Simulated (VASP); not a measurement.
# Ti in VASP: a series of runs

Ti is run at these levels: PBE, PBEsol+D3(BJ), revPBE+D3(BJ), LDA; tasks: single point.

All numbers are computed with VASP 6.6.1; they aren't measurements. Logs are shortened: lines on timing, memory, paths and dates and some standing lists are left out, and cuts for length are marked.

**1. The cell of the first run**

The typed cell holds 2 atoms: a = 2.950 Å, b = 2.950 Å, c = 4.680 Å, α = 90.00°, β = 90.00°, γ = 120.00°.

**2. Single point, PBE**

INCAR

```
PREC = Accurate
ENCUT = 520
EDIFF = 1E-7
ISMEAR = 0
SIGMA = 0.05
LREAL = False
LASPH = True
NELM = 60
ALGO = Normal
ISIF = 2
LWAVE = False
LCHARG = True
GGA = PE
LELF = True
LVHAR = True
NBANDS = 19
```

KPOINTS

```
Automatic mesh
0
Gamma
  8 8 4
```

POSCAR

```
Ti
1.0
    2.9500000000      0.0000000000      0.0000000000
   -1.4750000000      2.5547749412      0.0000000000
    0.0000000000      0.0000000000      4.6800000000
Ti
2
Direct
    0.6861620000      0.3268800000      0.7484870000
    0.3379730000      0.6729080000      0.2487300000
```

Potentials or basis: VASP PAW PBE potentials, release 64 (Ti_sv).

Run with:

```console
$ cat potpaw_PBE.64/Ti_sv/POTCAR > POTCAR
$ mpirun -np 1 vasp_std > vasp.out
```

OUTCAR:

```text
PREC = Accurate
   ENCUT = 520
   EDIFF = 1E-7
   ISMEAR = 0
   LREAL = False
   LASPH = True
   NELM = 60
   ISIF = 2
   GGA = PE

 ion  position               nearest neighbor table
   1  0.686  0.327  0.748-   2 2.87   2 2.87   2 2.87   2 2.88
   2  0.338  0.673  0.249-   1 2.87   1 2.87   1 2.87   1 2.88

  LATTYP: Found a hexagonal cell.
 ALAT       =     2.9500000000
 C/A-ratio  =     1.5864406780

  Lattice vectors:

 A1 = (   2.9500000000,   0.0000000000,   0.0000000000)
 A2 = (  -1.4750000000,   2.5547749412,   0.0000000000)
 A3 = (   0.0000000000,   0.0000000000,   4.6800000000)

Analysis of symmetry for initial positions (statically):
=====================================================================
 Subroutine PRICEL returns:
 Original cell was already a primitive cell.

 Routine SETGRP: Setting up the symmetry group for a
 hexagonal supercell.

 Subroutine GETGRP returns: Found  2 space group operations
 (whereof  1 operations were pure point group operations)
 out of a pool of 24 trial point group operations.

The static configuration has the point symmetry C_1 .
 The point group associated with its full space group is S_2 .

Analysis of symmetry for dynamics (positions and initial velocities):
=====================================================================
 Subroutine PRICEL returns:
 Original cell was already a primitive cell.

 Routine SETGRP: Setting up the symmetry group for a
 hexagonal supercell.

 Subroutine GETGRP returns: Found  2 space group operations
 (whereof  1 operations were pure point group operations)
 out of a pool of 24 trial point group operations.

The dynamic configuration has the point symmetry C_1 .
 The point group associated with its full space group is S_2 .

 Subroutine INISYM returns: Found  2 space group operations
 (whereof  1 operations are pure point group operations),
 and found     1 'primitive' translations

----------------------------------------------------------------------------------------

                                     Primitive cell

  volume of cell :      35.2712

  direct lattice vectors                    reciprocal lattice vectors
     2.950000000  0.000000000  0.000000000     0.338983051  0.195711956  0.000000000
    -1.475000000  2.554774941  0.000000000     0.000000000  0.391423911  0.000000000
     0.000000000  0.000000000  4.680000000     0.000000000  0.000000000  0.213675214

  length of vectors
     2.950000000  2.950000000  4.680000000     0.391423911  0.391423911  0.213675214

  position of ions in fractional coordinates (direct lattice)
     0.686162000  0.326880000  0.748487000
     0.337973000  0.672908000  0.248730000

  ion indices of the primitive-cell ions
   primitive index   ion index
                 1           1
                 2           2

----------------------------------------------------------------------------------------

 KPOINTS: Automatic mesh

Automatic generation of k-mesh.
 Grid dimensions read from file:
 generate k-points for:    8    8    4

 Generating k-lattice:

  Cartesian coordinates                     Fractional coordinates (reciprocal lattice)
     0.042372881  0.024463994  0.000000000     0.125000000 -0.000000000  0.000000000
     0.000000000  0.048927989  0.000000000     0.000000000  0.125000000  0.000000000
     0.000000000  0.000000000  0.053418803     0.000000000  0.000000000  0.250000000

  Length of vectors
     0.048927989  0.048927989  0.053418803

  Shift w.r.t. Gamma in fractional coordinates (k-lattice)
     0.000000000  0.000000000  0.000000000

 Subroutine IBZKPT returns following result:
 ===========================================

 Found    132 irreducible k-points:

 Following reciprocal coordinates:
            Coordinates               Weight
  0.000000  0.000000  0.000000      1.000000
  0.125000  0.000000  0.000000      2.000000
  0.000000  0.125000  0.000000      2.000000
 -0.125000  0.125000  0.000000      2.000000
  0.250000  0.000000  0.000000      2.000000
  0.000000  0.250000  0.000000      2.000000
[... 16 lines left out ...]
  0.375000  0.125000  0.000000      2.000000
 -0.125000  0.500000  0.000000      2.000000
 [... further k-points ...]
   k-points           NKPTS =    132   k-points in BZ     NKDIM =    132   number of bands    NBANDS=     19
   number of dos      NEDOS =    301   number of ions     NIONS =      2
   total plane-waves  NPLWV =  20736
   dimension x,y,z NGX =    24 NGY =   24 NGZ =   36
   dimension x,y,z NGXF=    48 NGYF=   48 NGZF=   72
   ions per type =               2
   NGX,Y,Z   is equivalent  to a cutoff of  13.53, 13.53, 12.79 a.u.
   NGXF,Y,Z  is equivalent  to a cutoff of  27.05, 27.05, 25.58 a.u.
 SYSTEM =  unknown system
   PREC   = accura    normal or accurate (medium, high low for compatibility)
   ISTART =      0    job   : 0-new  1-cont  2-samecut
   ICHARG =      2    charge: 1-file 2-atom 10-const
   ISPIN  =      1    spin polarized calculation?
   LNONCOLLINEAR =      F non collinear calculations
   LSORBIT =      F    spin-orbit coupling
   LASPH  =      T    aspherical Exc in radial PAW
   ENCUT  =  520.0 eV  38.22 Ry    6.18 a.u.   5.49  5.49  8.70*2*pi/ulx,y,z
   NELM   =     60;   NELMIN=  2; NELMDL= -5     # of ELM steps
   EDIFF  = 0.1E-06   stopping-criterion for ELM
   LREAL  =      F    real-space projection
   EDIFFG = 0.1E-05   stopping-criterion for IOM
   NSW    =      0    number of steps for IOM
   IBRION =     -1    ionic relax: 0-MD 1-quasi-New 2-CG
   NFREE  =      0    steps in history (QN), initial steepest desc. (CG)
   ISIF   =      2    stress and relaxation
   ISYM   =      2    0-nonsym 1-usesym 2-fastsym
   POTIM  = 0.5000    time-step for ionic-motion
   TEBEG  =    0.0;   TEEND  =   0.0 temperature during run
   PSTRESS=    0.0 pullay stress
   NELECT =      24.0000    total number of electrons
   NUPDOWN=      -1.0000    fix difference up-down
   EMIN   =  10.00;   EMAX   =-10.00  energy-range for DOS
   EFERMI =   0.00;   METHOD = LEGACY
   ISMEAR =     0;   SIGMA  =   0.05  broadening in eV -4-tet -1-fermi 0-gaus
   EFERMI_NEDOS =   21; number of points for ismear=-14 and -15
   IALGO  =     38    algorithm
   IMIX   =      4    mixing-type and parameters
     AMIX     =   0.40;   BMIX     =  1.00
     AMIX_MAG =   1.60;   BMIX_MAG =  1.00
  volume/ion in A,a.u.               =      17.64       119.01
  Fermi-wavevector in a.u.,A,eV,Ry     =   1.439920  2.721055 28.209912  2.073370
  Thomas-Fermi vector in A             =   2.558722
   LORBIT       =      0    0 simple, 1 ext, 2 COOP (PROOUT), +10 PAW based schemes
   GGA     = PE    functional components
   LHFCALC =     F    Hartree Fock is set to
   AEXX    =    0.0000 exact exchange contribution
   IVDW    =     0    specifies the selected vdW correction
   LEPSILON=     F    determine dielectric tensor
   LRPA    =     F    only Hartree local field effects (RPA)
 non-spin polarized calculation
 Gauss-broadening in eV      SIGMA  =   0.05
  energy-cutoff  :      520.00
  volume of cell :       35.27
 maximum number of plane-waves:       970
 NGX is ok and might be reduce to    24
   NGX = 11   NGY = 11   NGZ = 17

 number of electron      24.0000000 magnetization

 Free energy of the ion-electron system (eV)
  ---------------------------------------------------
  ext. energy  EPLUGINS =         0.00000000
  ---------------------------------------------------
  free energy    TOTEN  =       -15.68190947 eV

  energy without entropy =      -15.68029983  energy(sigma->0) =      -15.68110465

 E-fermi :   8.1940     XC(G=0): -11.4248

 val. band max:        8.1899709795   @ k =  -0.1250   0.1250   0.0000
 cond. band min:       8.2014723114   @ k =   0.2500   0.3750   0.2500
 fundamental gap:      0.0115013319
 Fermi energy:         8.1940399909

 k-point     1 :       0.0000    0.0000    0.0000
  band No.  band energies     occupation
      1     -48.7049      2.00000
      2     -48.5767      2.00000
      3     -25.2742      2.00000
      4     -24.6725      2.00000
      5     -24.6518      2.00000
      6     -24.5998      2.00000
[... 11 lines left out ...]
     18       9.9106      0.00000
     19      11.1466      0.00000

 k-point     2 :       0.1250    0.0000    0.0000
  band No.  band energies     occupation
      1     -48.6906      2.00000
      2     -48.5714      2.00000
      3     -25.2413      2.00000
      4     -24.7332      2.00000
      5     -24.6776      2.00000
      6     -24.6325      2.00000
[... 11 lines left out ...]
     18       9.6937      0.00000
     19      11.3234      0.00000

 k-point     3 :       0.0000    0.1250    0.0000
  band No.  band energies     occupation
      1     -48.6906      2.00000
      2     -48.5713      2.00000
      3     -25.2414      2.00000
      4     -24.7327      2.00000
      5     -24.6780      2.00000
      6     -24.6329      2.00000
[... 11 lines left out ...]
     18       9.6989      0.00000
     19      11.3289      0.00000

 k-point     4 :      -0.1250    0.1250    0.0000
  band No.  band energies     occupation
      1     -48.6912      2.00000
      2     -48.5708      2.00000
      3     -25.2440      2.00000
      4     -24.7184      2.00000
      5     -24.6927      2.00000
      6     -24.6384      2.00000
[... 11 lines left out ...]
     18       9.7371      0.00000
     19      11.4764      0.00000

 k-point     5 :       0.2500    0.0000    0.0000
  band No.  band energies     occupation
      1     -48.6543      2.00000
      2     -48.5603      2.00000
      3     -25.1525      2.00000
      4     -24.8887      2.00000
      5     -24.7904      2.00000
      6     -24.7284      2.00000
[... 11 lines left out ...]
     18      10.3868      0.00000
     19      11.5138      0.00000
[... 334 lines left out ...]
      2     -48.5554      2.00000
      3     -25.0736      2.00000
      4     -24.9663      2.00000
      5     -24.9049      2.00000
      6     -24.7587      2.00000
[... 11 lines left out ...]
     18      11.2860      0.00000
     19      11.4718      0.00000

 k-point    22 :       0.3750   -0.1250    0.0000
  band No.  band energies     occupation
      1     -48.6275      2.00000
      2     -48.5534      2.00000
      3     -25.0839      2.00000
      4     -24.9660      2.00000
      5     -24.9000      2.00000
      6     -24.7647      2.00000
[... 11 lines left out ...]
     18      11.2386      0.00000
     19      11.5508      0.00000

 k-point    23 :       0.3750    0.1250    0.0000
  band No.  band energies     occupation
      1     -48.5910      2.00000
      2     -48.5560      2.00000
      3     -25.0771      2.00000
      4     -24.9741      2.00000
      5     -24.9661      2.00000
      6     -24.8209      2.00000
[... 11 lines left out ...]
     18      11.5382      0.00000
     19      12.3483      0.00000

 k-point    24 :      -0.1250    0.5000    0.0000
  band No.  band energies     occupation
      1     -48.5932      2.00000
      2     -48.5538      2.00000
      3     -25.0776      2.00000
      4     -24.9774      2.00000
      5     -24.9711      2.00000
      6     -24.8232      2.00000
[... 11 lines left out ...]
     18      11.5633      0.00000
     19      12.3436      0.00000

 [... further k-points ...]
[... 5 lines left out ...]
  --------------------------------------------------------------------------------------
  -------------------------------------------------------------------------------------
  Total       -0.4526557     -0.2910401     -0.5870590      0.1568920     -0.0000322      0.0000456
  in kB      -20.5616564    -13.2203484    -26.6668555      7.1267383     -0.0014615      0.0020711
  external PRESSURE =     -20.1496201 kB  Pullay stress =       0.0000000 kB

 VOLUME and BASIS-vectors are now :
 -----------------------------------------------------------------------------
  energy-cutoff  :      520.00
  volume of cell :       35.27
      direct lattice vectors                 reciprocal lattice vectors
     2.950000000  0.000000000  0.000000000     0.338983051  0.195711956  0.000000000
    -1.475000000  2.554774941  0.000000000     0.000000000  0.391423911  0.000000000
     0.000000000  0.000000000  4.680000000     0.000000000  0.000000000  0.213675214

 POSITION                                       TOTAL-FORCE (eV/Angst)
 -----------------------------------------------------------------------------------
      1.54203      0.83510      3.50292        -0.095929      0.049377      0.004766
      0.00448      1.71913      1.16406         0.095929     -0.049377     -0.004766
 -----------------------------------------------------------------------------------
    total drift:                               -0.000016     -0.000001     -0.000049

  FREE ENERGIE OF THE ION-ELECTRON SYSTEM (eV)
  ---------------------------------------------------
  free  energy   TOTEN  =       -15.6819094654 eV

  energy  without entropy=      -15.6802998285  energy(sigma->0) =      -15.68110465
```

Wall time 3.3 min (1 thread of AMD EPYC 7R13, shared host); peak memory 0.17 GiB.

Results:

```
Free energy            : -15.6819 eV
Pressure               : -2.0 GPa
Largest force          : 0.108 eV/Å
Band gap on the k mesh : zero (band 12 reaches 8.92 eV, above the bottom of band 13 at 7.90 eV)
```

Forces on the atoms (eV/Å):
```
Ti  -0.096  0.049  0.005
Ti   0.096 -0.049 -0.005
```

Stress tensor (GPa, compression positive):
```
-2.06  0.71  0.00
 0.71 -1.32  0.00
 0.00  0.00 -2.67
```

**3. Single point, PBE**

INCAR

```
PREC = Accurate ; ENCUT = 520
EDIFF = 1E-7 ; ISMEAR = -1
SIGMA = 0.05 ; LREAL = F
LASPH = T ; NELM = 80
ALGO = Fast ; ISIF = 2
LWAVE = F ; LCHARG = F
GGA = PE ; NBANDS = 19
```

KPOINTS

```
Automatic mesh
0
Gamma
  4 4 2
```

POSCAR

```
Ti
1.0
    2.9500000000      0.0000000000      0.0000000000
   -1.4750000000      2.5547749412      0.0000000000
    0.0000000000      0.0000000000      4.6800000000
Ti
2
Direct
    0.6666666667      0.3333333333      0.7500000000
    0.3333333333      0.6666666667      0.2500000000
```

Potentials or basis: VASP PAW PBE potentials, release 64 (Ti_sv).

Run with:

```console
$ cat potpaw_PBE.64/Ti_sv/POTCAR > POTCAR
$ mpirun -np 1 vasp_std > vasp.out
```

Wall time 13 s (1 thread of Intel Xeon 6975P-C (Granite Rapids), shared host); peak memory 0.14 GiB.

It converged, with:

```
Free energy            : -15.6254 eV
Pressure               : -1.6 GPa
Band gap on the k mesh : zero (band 12 reaches 8.96 eV, above the bottom of band 13 at 8.06 eV)
```

Stress tensor (GPa, compression positive):
```
-1.13  0.00  0.00
 0.00 -1.13  0.00
 0.00  0.00 -2.61
```

Levels at points of the mesh, in eV from the Fermi level:
```tsv
k point	band 10	band 11	band 12	band 13	band 14	band 15
(0.00, 0.00, 0.00)	-2.50	0.86	0.94	0.94	1.02	1.43
(0.50, 0.00, 0.00)	-1.95	-1.66	-0.49	0.64	0.76	1.31
(0.00, 0.00, 0.50)	-4.19	0.23	0.23	0.85	0.85	0.85
(0.50, 0.00, 0.50)	-2.35	-0.64	-0.64	1.44	1.44	1.86
```

Caveat: the k points lie up to 0.67 Å⁻¹ apart.

**4. Single point, PBEsol+D3(BJ)**

This run uses another cell than the first one, of 16.58 Å³/atom, 0.940 times its volume.

INCAR

```
  PREC = Accurate
  ENCUT = 520
  EDIFF = 1E-6
  ISMEAR = -1
  SIGMA = 0.05
  LREAL = F
  LASPH = T
  NELM = 80
  ALGO = Fast
  ISIF = 2
  LWAVE = F
  LCHARG = F
  GGA = PS
  IVDW = 12
  NBANDS = 19
```

KPOINTS

```
regular mesh
0
Gamma
  10 10 6
```

POSCAR

```
Ti
1.0
    2.8897790207      0.0000000000      0.0000000000
   -1.4448895104      2.5026220433      0.0000000000
    0.0000000000      0.0000000000      4.5844629888
Ti
2
Direct
    0.6666666667      0.3333333333      0.7500000000
    0.3333333333      0.6666666667      0.2500000000
```

Run with:

```console
$ cat potpaw_PBE.64/Ti_sv/POTCAR > POTCAR
$ mpirun -np 1 vasp_std > vasp.out
```

It took 41 s on 1 thread of Intel Xeon 6975P-C (Granite Rapids), shared host; peak memory 0.17 GiB.

Results (log left out):

| Quantity | Value |
| --- | --- |
| Free energy | -17.9420 eV |
| Pressure | -5.5 GPa |
| Band gap on the k mesh | zero (band 12 reaches 9.51 eV, above the bottom of band 13 at 8.51 eV) |
| Dispersion energy per atom | -0.629 eV |

Stress tensor (GPa, compression positive):
```
-5.34  0.00  0.00
 0.00 -5.34  0.00
 0.00  0.00 -5.94
```

Levels at points of the mesh, in eV from the Fermi level:
| k point | band 9 | band 10 | band 11 | band 12 | band 13 | band 14 | band 15 | band 16 |
| --- | --- | --- | --- | --- | --- | --- | --- | --- |
| (0.00, 0.00, 0.00) | -6.31 | -2.80 | 0.81 | 0.81 | 0.91 | 0.92 | 1.34 | 1.34 |
| (0.50, 0.00, 0.00) | -2.40 | -2.29 | -1.97 | -0.55 | 0.49 | 0.67 | 1.25 | 3.58 |
| (0.00, 0.00, 0.50) | -4.39 | -4.39 | 0.09 | 0.09 | 0.71 | 0.71 | 0.71 | 0.71 |
| (0.50, 0.00, 0.50) | -2.67 | -2.67 | -0.87 | -0.87 | 1.48 | 1.48 | 1.83 | 1.83 |

Caveat: the PAW data sets were made with another functional, which shifts forces and pressure a little; pairwise dispersion overbinds metals, which lowers pressure and volume.

[end of part 1 of 2]
